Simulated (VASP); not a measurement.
# Ba: relaxation of cell and atoms with PBE

Crystal: Ba.

```xyz
2
Lattice="4.1347 0.0000 0.0000 -2.0673 3.5808 0.0000 0.0000 0.0000 6.6349" Properties=species:S:1:pos:R:3 pbc="T T T"
Ba    0.0000    2.3872    1.6587
Ba    2.0673    1.1936    4.9762
```

This isn't the form of Ba at room conditions, which is bcc.

```json
{
  "Program": "VASP 6.6.1",
  "Task": "relaxation of cell and atoms",
  "Functional": "PBE",
  "Potentials or basis": "VASP PAW PBE potentials, release 64 (Ba_sv)",
  "Cutoff": "600 eV",
  "k mesh": "11 × 11 × 6",
  "Occupations": "fermi-dirac, width 0.05 eV",
  "Spin": "no spin polarisation",
  "Target pressure": "2.8 GPa",
  "Dipole correction": "no",
  "Further INCAR settings": "ALGO = Normal; EDIFF = 1e-06; IBRION = 2; EDIFFG = -0.005; NSW = 32; ISIF = 3"
}
```

- Relaxed volume: 49.78 Å³/atom
- Relaxed cell: a = 4.150 Å, b = 4.150 Å, c = 6.674 Å, α = 90.00°, β = 90.00°, γ = 120.00°
- Space group after relaxing (to 0.1 Å): P6_3/mmc (No. 194)
- Energy change on relaxing (the run minimises the enthalpy): -12.0 meV/atom
- Ionic steps: 7
- Pressure after relaxing: 2.8 GPa
- Band gap on the k mesh: zero (bands 10 and 11 overlap by 0.57 eV)

The path:
| step | energy change (eV) | largest force (eV/Å) | pressure (GPa) | volume (Å³) |
| --- | --- | --- | --- | --- |
| 1 | 0.0000 | 0.0000 | 3.00 | 98.23 |
| 2 | -0.0159 | 0.0000 | 2.87 | 99.10 |
| 3 | -0.0256 | 0.0000 | 2.79 | 99.65 |
| 4 | -0.0241 | 0.0000 | 2.80 | 99.56 |
| 5 | -0.0236 | 0.0000 | 2.80 | 99.54 |
| 6 | -0.0238 | 0.0000 | 2.80 | 99.55 |
| 7 | -0.0240 | 0.0000 | 2.80 | 99.56 |

Final structure:
```
CELL_PARAMETERS angstrom
4.15037 0.00000 0.00000
-2.07518 3.59432 0.00000
0.00000 0.00000 6.67389
ATOMIC_POSITIONS crystal
Ba 0.33333 0.66667 0.25000
Ba 0.66667 0.33333 0.75000
```

Levels at points of the mesh, in eV from the Fermi level:
```csv
k point,band 6,band 7,band 8,band 9,band 10,band 11,band 12,band 13,band 14
"(0.00, 0.00, 0.00)",-13.31,-13.31,-13.30,-2.82,-1.07,1.95,1.95,2.00,2.06
"(0.00, 0.00, 0.50)",-13.38,-13.38,-13.38,-1.62,-1.62,1.26,1.26,1.91,1.91
```

It took 6.1 min on 1 thread of Intel(R) Xeon(R) Platinum 8259CL CPU @ 2.50GHz (Skylake/Cascade Lake), with other jobs on the host, peak memory 0.31 GiB.

Caveat: the cell is relaxed towards a set pressure, so the run minimises the enthalpy, not the energy; spin-orbit coupling is left out, which moves the levels of the heavy elements.
